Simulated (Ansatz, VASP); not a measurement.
## Ca2AlO in VASP and in Ansatz

```
Ca Al O
1.0
     3.87376    0.00000    0.00000
     0.00000    3.87376    0.00000
     0.00000    0.00000    5.42437
Ca Al O
2 1 1
Direct
  0.00000 0.50000 0.22494
  0.50000 0.00000 0.77506
  0.00000 0.00000 0.00000
  0.50000 0.50000 0.50000
```

Change from the starting cell: species swapped into the ZnSnAs2 type (P-4m2, No. 115).

Alike in both runs: task single point; functional PBE; k mesh 4 × 4 × 4; occupations gaussian, width 0.1 eV; no spin polarisation.

|  | VASP | Ansatz |
| --- | --- | --- |
| version | VASP 6.6.1 | Ansatz 0.2.0 |
| potentials or method | VASP PAW PBE potentials, release 64 (Ca_sv, Al, O), cutoff 520 eV | scalar-relativistic, plane waves, PAW |
| valence electrons in the cell | 29 | 29 |

```tsv
	VASP	Ansatz	Ansatz less VASP
gap on the k mesh at the Fermi level (eV)	none	none	-
pressure (GPa)	23.2	23.0	-0.20
traceless stress, the component that is largest in VASP (GPa)	0.87	0.88	+0.019
rms of the force components (eV/Å)	3.204	3.204	-0.0003
```

Atom by atom the forces differ by 0.000 eV/Å (rms over components). A gap of «none» marks a metal or a gap that the smearing closes.

The k mesh is coarse, so the values compare programs but aren't converged.
